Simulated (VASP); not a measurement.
Write the native input for VASP 6.6.1 that does the following.

| Item | Value |
| --- | --- |
| Task | single point |
| Functional | PBE |
| Potentials or basis | VASP PAW PBE potentials, release 64 (W_sv, S) |
| Cutoff | 520 eV |
| k mesh | 5 × 5 × 1 |
| Occupations | gaussian, width 0.1 eV |
| Spin | no spin polarisation |
| Dipole correction | yes |
| Further INCAR settings | ALGO = Normal; EDIFF = 1e-06; NBANDS = 99 |

The structure of W12S lies in POSCAR:

```
W12S
1.0
    5.7094426444      0.0000000000      0.0000000000
    0.0000000000      5.7094426444      0.0000000000
    0.0000000000      0.0000000000     19.4446428403
W S
12 1
Direct
    0.2500000000      0.2500000000      0.2057121868
    0.2500000000      0.7500000000      0.2057121868
    0.7500000000      0.2500000000      0.2057121868
    0.7500000000      0.7500000000      0.2057121868
    0.0000000000      0.0000000000      0.3071173005
    0.0000000000      0.5000000000      0.3071173005
    0.5000000000      0.0000000000      0.3071173005
    0.5000000000      0.5000000000      0.3071173005
    0.2500000000      0.2500000000      0.4085774630
    0.2500000000      0.7500000000      0.4085774630
    0.7500000000      0.2500000000      0.4085774630
    0.7500000000      0.7500000000      0.4085774630
    0.4166666667      0.5000000000      0.4938226300
```

The input as run:

INCAR

```
SYSTEM = W12S
  PREC = Accurate
  ENCUT = 520
  EDIFF = 1E-6
  ISMEAR = 0
  SIGMA = 0.1
  LREAL = .FALSE.
  LASPH = .TRUE.
  NELM = 60
  ALGO = Normal
  ISIF = 2
  LWAVE = .FALSE.
  LCHARG = .FALSE.
  LDIPOL = .TRUE.
  IDIPOL = 3
  DIPOL = 0.5 0.5 0.321
  GGA = PE
  NBANDS = 99
```

KPOINTS

```
regular mesh
0
G
  5 5 1
  0 0 0
```

Potentials or basis: VASP PAW PBE potentials, release 64 (W_sv, S).

The run is started by

```console
$ cat potpaw_PBE.64/W_sv/POTCAR potpaw_PBE.64/S/POTCAR > POTCAR
$ mpirun -np 1 vasp_std > vasp.out
```

Results of the run:

- Largest force: 1.232 eV/Å
- Band gap on the k mesh: zero (bands 87 and 88 overlap by 0.12 eV)

Caveat: spin-orbit coupling is left out, which moves the levels of the heavy elements.

Run time: 51 min on 1 thread of Intel Xeon 8259CL (shared host), peak memory 0.82 GiB.
